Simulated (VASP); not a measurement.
A run of VASP 6.6.1 is set up as follows.

Contents of POSCAR:

```
WS
1.0
    3.8618955414      0.0000000000      0.0000000000
   -1.9309477707      3.3444996456      0.0000000000
    0.0000000000      0.0000000000      6.0226039089
W S
2 2
Direct
    0.0000000000      0.0000000000      0.0000000000
    0.0000000000      0.0000000000      0.5000000000
    0.3333333333      0.6666666667      0.2500000000
    0.6666666667      0.3333333333      0.7500000000
```

File INCAR.step1:

```
PREC = Accurate ; ENCUT = 520
ISMEAR = 0 ; SIGMA = 0.1
LREAL = False ; LASPH = True
NELM = 150 ; ISPIN = 2
MAGMOM = 1.15 1.15 0 0 ; LMAXMIX = 4
LDAU = True ; LDAUTYPE = 2
LDAUL = 2 -1 ; LDAUU = 6.2 0
LDAUJ = 0 0 ; NBANDS = 32
GGA = PE ; ALGO = Normal
EDIFF = 1E-4 ; LWAVE = True
LCHARG = False
```

INCAR.step2

```
PREC = Accurate ; ENCUT = 520
EDIFF = 1E-7 ; ISMEAR = 0
SIGMA = 0.1 ; LREAL = False
LASPH = True ; NELM = 150
ALGO = Normal ; ISIF = 2
LWAVE = False ; LCHARG = True
ISPIN = 2 ; MAGMOM = 1.15 1.15 0 0
LORBIT = 11 ; LMAXMIX = 4
LDAU = True ; LDAUTYPE = 2
LDAUL = 2 -1 ; LDAUU = 6.2 0
LDAUJ = 0 0 ; LDAUPRINT = 1
METAGGA = R2SCAN ; LMIXTAU = True
LELF = True ; LVHAR = True
NBANDS = 32 ; ISTART = 1
```

Contents of KPOINTS:

```
Automatic mesh
0
Gamma
  6 6 4
```

Potentials or basis: VASP PAW PBE potentials, release 64 (W_sv, S).

Command:

```bash
$ cat potpaw_PBE.64/W_sv/POTCAR potpaw_PBE.64/S/POTCAR > POTCAR
$ cp INCAR.step1 INCAR
$ mpirun -np 1 vasp_std > vasp.out
$ cp INCAR.step2 INCAR
$ mpirun -np 1 vasp_std > vasp.out
```

Predict the net moment.

4.07 μB per cell.

Estimate the site moments.

W +1.87; S +0.01 μB.

Predict the pressure.

-8.0 GPa.

Stress tensor (GPa, compression positive):
```
 -6.60   0.00   0.00
  0.00  -6.60   0.00
  0.00   0.00 -10.77
```

Caveat: the PAW data sets were made with another functional, which shifts forces and pressure a little. The state reached can hang on the start; a lower one may exist.
